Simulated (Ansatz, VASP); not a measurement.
# Two plane-wave programs on Mg8HO8

File INCAR:

```
ALGO = Normal
EDIFF = 1E-7
EDIFFG = -0.08
ENCUT = 520
IBRION = 2
ISIF = 2
ISMEAR = -1
ISPIN = 2
LASPH = True
LCHARG = False
LORBIT = 11
LREAL = Auto
LWAVE = False
MAGMOM = 0 0 0 0 0 0 0 0 0 0 0 0 0 0 0 0 1
NELM = 150
NSW = 45
PREC = Accurate
SIGMA = 0.05
```

The input KPOINTS:

```
k-points
0
Gamma
  2 2 2
```

File POSCAR:

```
Mg8HO8
1.0
    0.0000000000      3.8760000000      3.8760000000
    3.8760000000      0.0000000000      3.8760000000
    3.8760000000      3.8760000000      0.0000000000
Mg O H
8 8 1
Direct
    0.0000000000      0.0000000000      0.0000000000
    0.0000000000      0.0000000000      0.5000000000
    0.0000000000      0.5000000000      0.0000000000
    0.0000000000      0.5000000000      0.5000000000
    0.5000000000      0.0000000000      0.0000000000
    0.5000000000      0.0000000000      0.5000000000
    0.5000000000      0.5000000000      0.0000000000
    0.5000000000      0.5000000000      0.5000000000
    0.2500000000      0.2500000000      0.2500000000
    0.2500000000      0.2500000000      0.7500000000
    0.2500000000      0.7500000000      0.2500000000
    0.2500000000      0.7500000000      0.7500000000
    0.7500000000      0.2500000000      0.2500000000
    0.7500000000      0.2500000000      0.7500000000
    0.7500000000      0.7500000000      0.2500000000
    0.7500000000      0.7500000000      0.7500000000
    0.1158468000      0.1249540000      0.6390057000
```

Input for Ansatz:

```yaml
accuracy: low
crystal:
  lattice:
    - [0.0, 3.876, 3.876]
    - [3.876, 0.0, 3.876]
    - [3.876, 3.876, 0.0]
  atoms:
    - { symbol: Mg, position: [0.0, 0.0, 0.0] }
    - { symbol: O, position: [0.25, 0.25, 0.25] }
    - { symbol: Mg, position: [0.0, 0.0, 0.5] }
    - { symbol: O, position: [0.25, 0.25, 0.75] }
    - { symbol: Mg, position: [0.0, 0.5, 0.0] }
    - { symbol: O, position: [0.25, 0.75, 0.25] }
    - { symbol: Mg, position: [0.0, 0.5, 0.5] }
    - { symbol: O, position: [0.25, 0.75, 0.75] }
    - { symbol: Mg, position: [0.5, 0.0, 0.0] }
    - { symbol: O, position: [0.75, 0.25, 0.25] }
    - { symbol: Mg, position: [0.5, 0.0, 0.5] }
    - { symbol: O, position: [0.75, 0.25, 0.75] }
    - { symbol: Mg, position: [0.5, 0.5, 0.0] }
    - { symbol: O, position: [0.75, 0.75, 0.25] }
    - { symbol: Mg, position: [0.5, 0.5, 0.5] }
    - { symbol: O, position: [0.75, 0.75, 0.75] }
    - { symbol: H, position: [0.1158468, 0.124954, 0.6390057], spin: 1.0 }
magnetization:
  spin_polarized: true
basis:
  ecutwfc: 420.0
kpoints:
  mp_grid: { grid: [2, 2, 2] }
hamiltonian:
  xc: lda
  pseudopotentials: { kind: paw, azcp: { folder: soft_1 } }
scf:
  occupations: { method: fermi_dirac, width: 0.05 }
  lower_state_search: "off"
relax:
  f_tol: 0.08
  max_steps: 25
  adjacent_minimum: "off"
output:
  write_density: true
  write_potential: true
  elf: true
  volumetric_format: npy
```

Alike in both runs: task relaxation of the atoms; functional LDA; k mesh 2 × 2 × 2; occupations fermi-dirac, width 0.05 eV; collinear spin.

|  | VASP | Ansatz |
| --- | --- | --- |
| version | VASP 6.6.1 | Ansatz 0.2.0 |
| potentials or method | VASP PAW LDA potentials, release 64 (Mg, O, H), cutoff 520 eV | scalar-relativistic, plane waves, PAW |
| valence electrons in the cell | 65 | 129 |

Ansatz gave:

- net moment per atom (μB): 0.04
- size of the moment on the site where the two differ most (μB): 0.31

**Question.** Estimate VASP's values.

**Answer.** net moment per atom (μB): 0.04; size of the moment on the site where the two differ most (μB): 0.23.

Ansatz warns that its potentials were made for another functional, while VASP's fit it. LDA's correlation is that of Perdew and Zunger in VASP and of Perdew and Wang (1992) in Ansatz. Site moments also hang on the region over which each program counts them. VASP's potentials hold 65 valence electrons a cell and Ansatz's 129, so a difference there can come from the potentials and not from the codes.

The k mesh is coarse, so the values compare programs but aren't converged.
